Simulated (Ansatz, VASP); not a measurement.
# SnSe in VASP and in Ansatz

INCAR

```
SYSTEM = SnSe
  PREC = Accurate
  ENCUT = 520
  EDIFF = 1E-7
  ISMEAR = 0
  SIGMA = 0.05
  LREAL = .False.
  LASPH = .True.
  NELM = 60
  ALGO = Normal
  ISIF = 2
  LWAVE = .False.
  LCHARG = .False.
  GGA = PS
  NBANDS = 17
```

KPOINTS

```
Automatic mesh
0
Gamma
  8 8 8
  0 0 0
```

POSCAR

```
SnSe
1.0
    0.0000000000      3.0024822118      2.9727546651
    2.9727546651      0.0000000000      2.9727546651
    2.9727546651      3.0024822118      0.0000000000
Sn Se
1 1
Direct
    0.0000000000      0.0000000000      0.0000000000
    0.5000000000      0.5000000000      0.5000000000
```

Input for Ansatz:

```yaml
crystal:
  lattice:
    - [0.0, 3.0024822118, 2.9727546651]
    - [2.9727546651, 0.0, 2.9727546651]
    - [2.9727546651, 3.0024822118, 0.0]
  atoms:
    - { symbol: Sn, position: [0.0, 0.0, 0.0] }
    - { symbol: Se, position: [0.5, 0.5, 0.5] }
basis:
  ecutwfc: 420
kpoints:
  mp_grid: { grid: [8, 8, 8] }
hamiltonian:
  xc: pbesol
scf:
  occupations: { method: gaussian, width: 0.05 }
output:
  forces: true
  stress: true
  eigenvalues: true
```

Change from the starting cell: strain +0.0100 x Voigt [0, 1, 0, 0, 0, 0], atoms carried along.

Alike in both runs: task single point; functional PBEsol; k mesh 8 × 8 × 8; occupations gaussian, width 0.05 eV; no spin polarisation.

|  | VASP | Ansatz |
| --- | --- | --- |
| version | VASP 6.6.1 | Ansatz 0.2.0 |
| potentials or method | VASP PAW PBE potentials, release 64 (Sn_d, Se), cutoff 520 eV | scalar-relativistic, plane waves, PAW |
| valence electrons in the cell | 20 | 30 |

VASP gave:

| Property | Result |
| --- | --- |
| gap on the k mesh at the Fermi level (eV) | 0.73 |
| least direct gap on the mesh (eV) | 0.78 |
| pressure (GPa) | -0.5 |
| traceless stress, the component that is largest in VASP (GPa) | -0.84 |

Q: Estimate Ansatz's values.

A: gap on the k mesh at the Fermi level (eV): 0.73; least direct gap on the mesh (eV): 0.77; pressure (GPa): -0.5; traceless stress, the component that is largest in VASP (GPa): -0.84.

VASP's potentials were made for PBE, not for PBEsol. VASP's potentials hold 20 valence electrons a cell and Ansatz's 30, so a difference there can come from the potentials and not from the codes.
